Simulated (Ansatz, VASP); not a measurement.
# One calculation of FePt, two programs

Contents of INCAR:

```
ALGO = Normal
EDIFF = 1E-7
EDIFFG = -0.04
ENCUT = 600
GGA = PE
GGA_COMPAT = False
IBRION = 2
ISIF = 3
ISMEAR = 0
ISPIN = 2
LASPH = True
LCHARG = False
LMAXMIX = 4
LORBIT = 11
LREAL = False
LWAVE = False
MAGMOM = 4 0
NELM = 200
NELMIN = 4
NSW = 90
PREC = Accurate
SIGMA = 0.1
```

File KPOINTS:

```
k-points
0
Gamma
  6 6 4
```

File POSCAR:

```
FePt
1.0
    2.7015740300      0.0000000000      0.0000000000
   -1.3507870200      2.3396317400      0.0000000000
    0.0000000000      0.0000000000      4.3399491500
Fe Pt
1 1
Direct
    0.6666666700      0.3333333300      0.5000000000
    0.3333333300      0.6666666700      0.0000000000
```

Input for Ansatz:

```yaml
crystal:
  lattice:
    - [2.70157403, 0.0, 0.0]
    - [-1.35078702, 2.33963174, 0.0]
    - [0.0, 0.0, 4.33994915]
  atoms:
    - { symbol: Fe, position: [0.66666667, 0.33333333, 0.5], spin: 4.0 }
    - { symbol: Pt, position: [0.33333333, 0.66666667, 0.0] }
basis:
  ecutwfc: 420
kpoints:
  mp_grid: { grid: [6, 6, 4] }
hamiltonian:
  xc: pbe
scf:
  occupations: { method: gaussian, width: 0.1 }
  lower_state_search: "off"
output:
  forces: true
  stress: true
  eigenvalues: true
  populations: true
magnetization:
  spin_polarized: true
relax:
  adjacent_minimum: "off"
  f_tol: 0.04
  max_steps: 70
  cell: { stress_tol: 0.4 }
```

Alike in both runs: task relaxation of cell and atoms; functional PBE; k mesh 6 × 6 × 4; occupations gaussian, width 0.1 eV; collinear spin.

|  | VASP | Ansatz |
| --- | --- | --- |
| version | VASP 6.6.1 | Ansatz 0.2.0 |
| potentials or method | VASP PAW PBE potentials, release 64 (Fe, Pt), cutoff 600 eV | scalar-relativistic, plane waves, PAW |
| valence electrons in the cell | 18 | 34 |

|  | VASP | Ansatz | Ansatz less VASP |
| --- | --- | --- | --- |
| gap on the k mesh at the Fermi level, each at its own relaxed structure (eV) | none | none | - |
| net moment per atom (μB) | 1.57 | 1.57 | +0.008 |
| size of the moment on the site where the two differ most (μB) | 2.88 | 2.93 | +0.047 |
| relaxed volume (Å³/atom) | 14.03 | 14.07 | +0.040 |
| relaxed length of the cell vector where the two differ most in proportion (Å) | 2.714 | 2.717 | +0.0031 |

Site moments also hang on the region over which each program counts them. A gap of «none» marks a metal or a gap that the smearing closes. VASP's potentials hold 18 valence electrons a cell and Ansatz's 34, so a difference there can come from the potentials and not from the codes.

The k mesh is coarse, so the values compare programs but aren't converged. Neither program's run includes spin-orbit coupling.
